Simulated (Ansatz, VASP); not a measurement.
One calculation of Si, two programs

Contents of INCAR:

```
SYSTEM = Si
PREC     = Accurate       ! precision mode
ENCUT    = 600            ! plane-wave cutoff, eV
EDIFF    = 1E-6           ! SCF threshold, eV
ISMEAR   = -1             ! smearing method
SIGMA    = 0.02           ! smearing width, eV
LREAL    = .False.        ! projectors in reciprocal space
LASPH    = .True.         ! aspherical terms in the spheres
NELM     = 80             ! most SCF steps
ALGO     = Normal         ! electronic algorithm
ISIF     = 3              ! what is computed and relaxed
LWAVE    = .False.        ! write WAVECAR
LCHARG   = .False.        ! write CHGCAR
GGA      = PS             ! functional
IBRION   = 2              ! ionic algorithm
NSW      = 60             ! ionic steps
EDIFFG   = -0.005         ! ionic threshold
```

File KPOINTS:

```
Automatic mesh
0
Gamma
  11 11 11
  0 0 0
```

The input POSCAR:

```
Si
1.0
    0.0000000000      2.7157741474      2.7157741474
    2.7157741474      0.0000000000      2.7157741474
    2.7157741474      2.7157741474      0.0000000000
Si
2
Direct
   -0.1250000000     -0.1250000000     -0.1250000000
    0.1250000000      0.1250000000      0.1250000000
```

Input for Ansatz:

```yaml
crystal:
  lattice:
    - [0.0, 2.7157741474, 2.7157741474]
    - [2.7157741474, 0.0, 2.7157741474]
    - [2.7157741474, 2.7157741474, 0.0]
  atoms:
    - { symbol: Si, position: [-0.125, -0.125, -0.125] }
    - { symbol: Si, position: [0.125, 0.125, 0.125] }
kpoints:
  mp_grid: { grid: [11, 11, 11] }
scf:
  occupations: { method: fermi_dirac, width: 0.02 }
hamiltonian:
  xc: pbesol
  pseudopotentials: { kind: paw }
output:
  forces: true
  stress: true
relax:
  f_tol: 0.005
  max_steps: 40
  cell: {}
```

Alike in both runs: task relaxation of cell and atoms; functional PBEsol; k mesh 11 × 11 × 11; occupations fermi-dirac, width 0.02 eV; no spin polarisation.

```csv
,VASP,Ansatz
version,VASP 6.6.1,Ansatz 0.2.0
potentials or method,"VASP PAW PBE potentials, release 64 (Si)","PAW with Ansatz's default frozen-core files, scalar-relativistic"
plane-wave cutoff (eV),600,420
valence electrons in the cell,8,8
```

```csv
,VASP,Ansatz,Ansatz less VASP
relaxed volume (Å³/atom),20.08,20.05,-0.028
relaxed cell length with the largest relative difference (Å),3.844,3.842,-0.0018
```

VASP's potentials were made for PBE, not for PBEsol.
